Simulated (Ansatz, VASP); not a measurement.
# One calculation of InSb3, two programs

File INCAR:

```
PREC     = Accurate       # precision mode
ENCUT    = 520            # plane-wave cutoff, eV
EDIFF    = 1E-6           # SCF threshold, eV
ISMEAR   = 0              # smearing method
SIGMA    = 0.15           # smearing width, eV
LREAL    = F              # projectors in reciprocal space
LASPH    = T              # aspherical terms in the spheres
NELM     = 80             # most SCF steps
ALGO     = Normal         # electronic algorithm
ISIF     = 2              # what is computed and relaxed
LWAVE    = F              # write WAVECAR
LCHARG   = T              # write CHGCAR
GGA      = PS             # functional
LELF     = T              # ELF
LVHAR    = T            
NBANDS   = 22             # bands
```

KPOINTS

```
regular mesh
0
Gamma
  8 8 8
```

The input POSCAR:

```
InSb3
1.0
    4.6811776833      0.1654961807      0.1654961807
    0.1654961807      4.6811776833      0.1654961807
    0.1654961807      0.1654961807      4.6811776833
In Sb
1 3
Direct
    0.0000000000      0.0000000000      0.0000000000
    0.5000000000      0.0000000000      0.5000000000
    0.0000000000      0.5000000000      0.5000000000
    0.5000000000      0.5000000000      0.0000000000
```

Input for Ansatz:

```yaml
crystal:
  lattice:
    - [4.6811776833, 0.1654961807, 0.1654961807]
    - [0.1654961807, 4.6811776833, 0.1654961807]
    - [0.1654961807, 0.1654961807, 4.6811776833]
  atoms:
    - { symbol: In, position: [0.0, 0.0, 0.0] }
    - { symbol: Sb, position: [0.5, 0.0, 0.5] }
    - { symbol: Sb, position: [0.0, 0.5, 0.5] }
    - { symbol: Sb, position: [0.5, 0.5, 0.0] }
basis:
  ecutwfc: 420
kpoints:
  mp_grid: { grid: [8, 8, 8] }
hamiltonian:
  xc: pbesol
  pseudopotentials: { kind: paw, azcp: { folder: soft_1 } }
scf:
  occupations: { method: gaussian, width: 0.15 }
output:
  forces: true
  stress: true
  eigenvalues: true
  write_density: true
  write_potential: true
  elf: true
  volumetric_format: npy
```

Change from the starting cell: equal engineering shear yz, xz and xy +0.0700, equal normal strain along x, y and z -0.0100.

Alike in both runs: task single point; functional PBEsol; k mesh 8 × 8 × 8; occupations gaussian, width 0.15 eV; no spin polarisation.

|  | VASP | Ansatz |
| --- | --- | --- |
| version | VASP 6.6.1 | Ansatz 0.2.0 |
| potentials or method | VASP PAW PBE potentials, release 64 (In_d, Sb), cutoff 520 eV | scalar-relativistic, plane waves, PAW |
| valence electrons in the cell | 28 | 58 |

```tsv
	VASP	Ansatz	Ansatz less VASP
gap on the k mesh at the Fermi level (eV)	none	none	-
pressure (GPa)	2.8	2.8	-0.02
traceless stress, the component that is largest in VASP (GPa)	-1.60	-1.59	+0.016
```

VASP's potentials were made for PBE, not for PBEsol, and Ansatz warns of the same on its side. A gap of «none» marks a metal or a gap that the smearing closes. The functional is the same, so the differences come from potentials, cutoffs and numerics. VASP's potentials hold 28 valence electrons a cell and Ansatz's 58, so a difference there can come from the potentials and not from the codes.

Spin-orbit coupling is off throughout.
